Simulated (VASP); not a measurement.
# SiO2 (P4_2/mnm) in VASP: a series of runs, part 2 of 2

VASP 6.6.1.

## (3) Single point, PBEsol

This run uses another cell than the first one, of 7.85 Å³/atom.

The input, INCAR:

```
SYSTEM = SiO2
PREC = Accurate
ENCUT = 520
EDIFF = 1E-6
ISMEAR = -1
SIGMA = 0.02
LREAL = .False.
LASPH = .True.
NELM = 60
ALGO = Normal
ISIF = 2
LWAVE = .False.
LCHARG = .False.
GGA = PS
NBANDS = 25
```

The input, KPOINTS:

```
regular mesh
0
Gamma
  6 6 8
  0 0 0
```

The input, POSCAR:

```
SiO2
1.0
    4.1946331548      0.0000000000      0.0000000000
    0.0000000000      4.1946331548      0.0000000000
    0.0000000000      0.0000000000      2.6784528709
Si O
2 4
Direct
    0.0000000000      0.0000000000      0.0000000000
    0.5000000000      0.5000000000      0.5000000000
    0.3060615391      0.3060615391      0.0000000000
    0.1939384609      0.8060615391      0.5000000000
    0.6939384609      0.6939384609      0.0000000000
    0.8060615391      0.1939384609      0.5000000000
```

Potentials or basis: VASP PAW PBE potentials, release 64 (Si, O).

On the command line:

```console
cat potpaw_PBE.64/Si/POTCAR potpaw_PBE.64/O/POTCAR > POTCAR
mpirun -np 1 vasp_std > vasp.out
```

It took 45 s on 1 thread of Intel Xeon 8259CL, shared host; peak memory 0.18 GiB.

It converged, with:

```
Free energy            : -48.9854 eV
Pressure               : 0.7 GPa
Largest force          : 0.036 eV/Å
Band gap on the k mesh : 5.36 eV
```

Forces in eV/Å, atoms in the order of the input:
```
Si   0.000  0.000  0.000
Si   0.000  0.000  0.000
O   -0.025 -0.025  0.000
O    0.025 -0.025  0.000
O    0.025  0.025  0.000
O   -0.025  0.025  0.000
```

Stress tensor (GPa, compression positive):
```
0.38 0.00 0.00
0.00 0.38 0.00
0.00 0.00 1.29
```

Levels at points of the mesh, in eV from the valence-band top:
| k point | band 14 | band 15 | band 16 | band 17 | band 18 | band 19 |
| --- | --- | --- | --- | --- | --- | --- |
| (0.00, 0.00, 0.00) | -0.88 | -0.88 | 0.00 | 5.36 | 6.47 | 8.24 |
| (0.50, 0.00, 0.00) | -2.69 | -1.07 | -1.07 | 7.50 | 7.50 | 8.82 |
| (0.50, 0.50, 0.00) | -2.68 | -2.27 | -2.27 | 7.19 | 7.19 | 9.81 |
| (0.00, 0.00, 0.50) | -3.08 | -2.68 | -2.68 | 8.87 | 8.87 | 12.34 |
| (0.50, 0.00, 0.50) | -2.28 | -1.76 | -1.76 | 8.57 | 8.57 | 9.61 |
| (0.50, 0.50, 0.50) | -1.77 | -1.55 | -1.55 | 6.96 | 6.96 | 10.74 |

Caveat: the PAW data sets were made with another functional, which shifts forces and pressure a little. A k mesh can miss the band edges.

## (4) Single point, PBE

This run uses another cell than the first one, of 8.05 Å³/atom.

The input, INCAR:

```
PREC = Accurate
ENCUT = 520
EDIFF = 1E-6
ISMEAR = -1
SIGMA = 0.02
LREAL = F
LASPH = T
NELM = 60
ALGO = Normal
ISIF = 2
LWAVE = F
LCHARG = F
GGA = PE
NBANDS = 25
```

The input, KPOINTS:

```
regular mesh
0
Gamma
  6 6 8
```

The input, POSCAR:

```
SiO2
1.0
    4.2357622434      0.0000000000      0.0000000000
    0.0000000000      4.2357622434      0.0000000000
    0.0000000000      0.0000000000      2.6904984944
Si O
2 4
Direct
    0.0000000000      0.0000000000      0.0000000000
    0.5000000000      0.5000000000      0.5000000000
    0.3069760396      0.3069760396      0.0000000000
    0.1930239604      0.8069760396      0.5000000000
    0.6930239604      0.6930239604      0.0000000000
    0.8069760396      0.1930239604      0.5000000000
```

On the command line:

```console
cat potpaw_PBE.64/Si/POTCAR potpaw_PBE.64/O/POTCAR > POTCAR
mpirun -np 1 vasp_std > vasp.out
```

Run time: 48 s. Hardware: 1 thread of Intel Xeon 8259CL, shared host; peak memory 0.18 GiB.

The run converged. Its results:

| Item | Value |
| --- | --- |
| Free energy | -46.3169 eV |
| Pressure | 0.2 GPa |
| Largest force | 0.019 eV/Å |
| Band gap on the k mesh | 5.03 eV |

Forces on the atoms (eV/Å):
```
Si   0.000  0.000  0.000
Si   0.000  0.000  0.000
O   -0.013 -0.013  0.000
O    0.013 -0.013  0.000
O    0.013  0.013  0.000
O   -0.013  0.013  0.000
```

Stress tensor (GPa, compression positive):
```
-0.03  0.00  0.00
 0.00 -0.03  0.00
 0.00  0.00  0.58
```

Levels at points of the mesh, in eV from the valence-band top:
| k point | band 13 | band 14 | band 15 | band 16 | band 17 | band 18 | band 19 | band 20 |
| --- | --- | --- | --- | --- | --- | --- | --- | --- |
| (0.00, 0.00, 0.00) | -2.50 | -0.85 | -0.85 | 0.00 | 5.03 | 6.61 | 8.29 | 8.29 |
| (0.50, 0.00, 0.00) | -2.62 | -2.62 | -1.04 | -1.04 | 7.30 | 7.30 | 8.88 | 8.88 |
| (0.50, 0.50, 0.00) | -2.53 | -2.53 | -2.17 | -2.17 | 7.01 | 7.01 | 9.78 | 9.78 |
| (0.00, 0.00, 0.50) | -2.87 | -2.87 | -2.56 | -2.56 | 8.63 | 8.63 | 12.20 | 12.20 |
| (0.50, 0.00, 0.50) | -2.21 | -2.21 | -1.67 | -1.67 | 8.43 | 8.43 | 9.43 | 9.43 |
| (0.50, 0.50, 0.50) | -1.73 | -1.73 | -1.47 | -1.47 | 6.81 | 6.81 | 10.69 | 10.69 |

## (5) Single point, LDA

This run uses another cell than the first one, of 7.79 Å³/atom.

The input, INCAR:

```
  PREC = Accurate
  ENCUT = 520
  EDIFF = 1E-6
  ISMEAR = 0
  SIGMA = 0.01
  LREAL = F
  LASPH = T
  NELM = 80
  ALGO = Normal
  ISIF = 2
  LWAVE = F
  LCHARG = T
  GGA = CA
  LELF = T
  LVHAR = T
  NBANDS = 25
```

The input, KPOINTS:

```
Automatic mesh
0
Gamma
  6 6 10
```

The input, POSCAR:

```
SiO2
1.0
    4.1851894797      0.0000000000      0.0000000000
    0.0000000000      4.1851894797      0.0000000000
    0.0000000000      0.0000000000      2.6688395709
Si O
2 4
Direct
    0.0000000000      0.0000000000      0.0000000000
    0.5000000000      0.5000000000      0.5000000000
    0.3061010388      0.3061010388      0.0000000000
    0.1938989612      0.8061010388      0.5000000000
    0.6938989612      0.6938989612      0.0000000000
    0.8061010388      0.1938989612      0.5000000000
```

Potentials or basis: VASP PAW LDA potentials, release 64 (Si, O).

On the command line:

```console
cat potpaw_LDA.64/Si/POTCAR potpaw_LDA.64/O/POTCAR > POTCAR
mpirun -np 1 vasp_std > vasp.out
```

Wall time 51 s (1 thread of Intel Xeon 8259CL, shared host); peak memory 0.17 GiB.

Results (log left out):

```yaml
Free_energy: -51.9625 eV
Pressure: -4.1 GPa
Largest_force: 0.004 eV/Å
Band_gap_on_the_k_mesh: 5.54 eV
```

Forces in eV/Å, atoms in the order of the input:
```
Si   0.000  0.000  0.000
Si   0.000  0.000  0.000
O    0.003  0.003  0.000
O   -0.003  0.003  0.000
O   -0.003 -0.003  0.000
O    0.003 -0.003  0.000
```

Stress tensor (GPa, compression positive):
```
-4.63  0.00  0.00
 0.00 -4.63  0.00
 0.00  0.00 -3.12
```

Levels at points of the mesh, in eV from the valence-band top:
| k point | band 13 | band 14 | band 15 | band 16 | band 17 | band 18 | band 19 | band 20 |
| --- | --- | --- | --- | --- | --- | --- | --- | --- |
| (0.00, 0.00, 0.00) | -2.55 | -0.90 | -0.90 | 0.00 | 5.54 | 6.43 | 8.30 | 8.30 |
| (0.50, 0.00, 0.00) | -2.72 | -2.72 | -1.08 | -1.08 | 7.56 | 7.56 | 8.85 | 8.85 |
| (0.50, 0.50, 0.00) | -2.70 | -2.70 | -2.31 | -2.31 | 7.22 | 7.22 | 9.82 | 9.82 |
| (0.00, 0.00, 0.50) | -3.14 | -3.14 | -2.71 | -2.71 | 8.84 | 8.84 | 12.35 | 12.35 |
| (0.50, 0.00, 0.50) | -2.32 | -2.32 | -1.78 | -1.78 | 8.54 | 8.54 | 9.64 | 9.64 |
| (0.50, 0.50, 0.50) | -1.80 | -1.80 | -1.56 | -1.56 | 6.99 | 6.99 | 10.70 | 10.70 |

Caveat: the cell stands under tension. As with any semilocal functional, this LDA gap is likely too small.

## (6) Single point, r2SCAN

This run uses another cell than the first one, of 7.79 Å³/atom.

POSCAR is that of step 5.

The input, INCAR.step1:

```
  ALGO = Normal
  EDIFF = 1E-4
  ENCUT = 520
  GGA = PE
  ISMEAR = -1
  LASPH = T
  LCHARG = F
  LREAL = F
  LWAVE = T
  NBANDS = 25
  NELM = 80
  PREC = Accurate
  SIGMA = 0.02
```

The input, INCAR.step2:

```
  ALGO = Normal
  EDIFF = 1E-7
  ENCUT = 520
  ISIF = 2
  ISMEAR = -1
  ISTART = 1
  LASPH = T
  LCHARG = F
  LMIXTAU = T
  LREAL = F
  LWAVE = F
  METAGGA = R2SCAN
  NBANDS = 25
  NELM = 80
  PREC = Accurate
  SIGMA = 0.02
```

The input, KPOINTS:

```
k-points
0
Gamma
  6 6 8
```

Potentials or basis: VASP PAW PBE potentials, release 64 (Si, O).

On the command line:

```console
cat potpaw_PBE.64/Si/POTCAR potpaw_PBE.64/O/POTCAR > POTCAR
cp INCAR.step1 INCAR
mpirun -np 1 vasp_std > vasp.out
cp INCAR.step2 INCAR
mpirun -np 1 vasp_std > vasp.out
```

It took 2.5 min on 1 thread of Intel Xeon 8259CL, shared host; peak memory 0.18 GiB.

Results (log left out):

```
Free energy            : -58.7856 eV
Pressure               : 0.4 GPa
Largest force          : 0.021 eV/Å
Band gap on the k mesh : 6.51 eV
```

Forces in eV/Å, atoms in the order of the input:
```
Si   0.000  0.000  0.000
Si   0.000  0.000  0.000
O   -0.015 -0.015  0.000
O    0.015 -0.015  0.000
O    0.015  0.015  0.000
O   -0.015  0.015  0.000
```

Stress tensor (GPa, compression positive):
```
0.11 0.00 0.00
0.00 0.11 0.00
0.00 0.00 1.01
```

Levels at points of the mesh, in eV from the valence-band top:
```csv
k point,band 14,band 15,band 16,band 17,band 18,band 19
"(0.00, 0.00, 0.00)",-0.88,-0.88,0.00,6.51,7.64,9.47
"(0.50, 0.00, 0.00)",-2.72,-1.08,-1.08,8.70,8.70,10.05
"(0.50, 0.50, 0.00)",-2.68,-2.32,-2.32,8.39,8.39,11.05
"(0.00, 0.00, 0.50)",-3.10,-2.71,-2.71,10.14,10.14,13.74
"(0.50, 0.00, 0.50)",-2.31,-1.80,-1.80,9.81,9.81,10.88
"(0.50, 0.50, 0.50)",-1.78,-1.60,-1.60,8.15,8.15,12.00
```

Caveat: the PAW data sets were made with another functional, which shifts forces and pressure a little. A k mesh can miss the band edges.

## (7) The runs side by side

| level | potentials or basis | cell | k mesh | smearing | gap on the mesh (eV) | pressure (GPa) | largest force (eV/Å) |
| --- | --- | --- | --- | --- | --- | --- | --- |
| LDA | VASP PAW LDA potentials, release 64 (Si, O) | a = 4.155, b = 4.155, c = 2.661 Å, 6 atoms | 6 × 6 × 8 | fermi-dirac 0.02 eV | 5.82 | 1.1 | 0.04 |
| PBEsol | VASP PAW PBE potentials, release 64 (Si, O) | a = 4.195, b = 4.195, c = 2.678 Å, 6 atoms | 6 × 6 × 8 | fermi-dirac 0.02 eV | 5.36 | 0.7 | 0.04 |
| PBE | VASP PAW PBE potentials, release 64 (Si, O) | a = 4.236, b = 4.236, c = 2.690 Å, 6 atoms | 6 × 6 × 8 | fermi-dirac 0.02 eV | 5.03 | 0.2 | 0.02 |
| LDA | VASP PAW LDA potentials, release 64 (Si, O) | a = 4.185, b = 4.185, c = 2.669 Å, 6 atoms | 6 × 6 × 10 | gaussian 0.01 eV | 5.54 | -4.1 | - |
| r2SCAN | VASP PAW PBE potentials, release 64 (Si, O) | a = 4.185, b = 4.185, c = 2.669 Å, 6 atoms | 6 × 6 × 8 | fermi-dirac 0.02 eV | 6.51 | 0.4 | 0.02 |

Alike in all rows: task single point; no spin polarisation; cutoff (eV) 520.

Caveats: the PAW data sets were made with another functional, which shifts forces and pressure a little (at least some runs); the cell stands under tension (at least some runs).

Absolute energies hang on the potentials; compare differences alone.
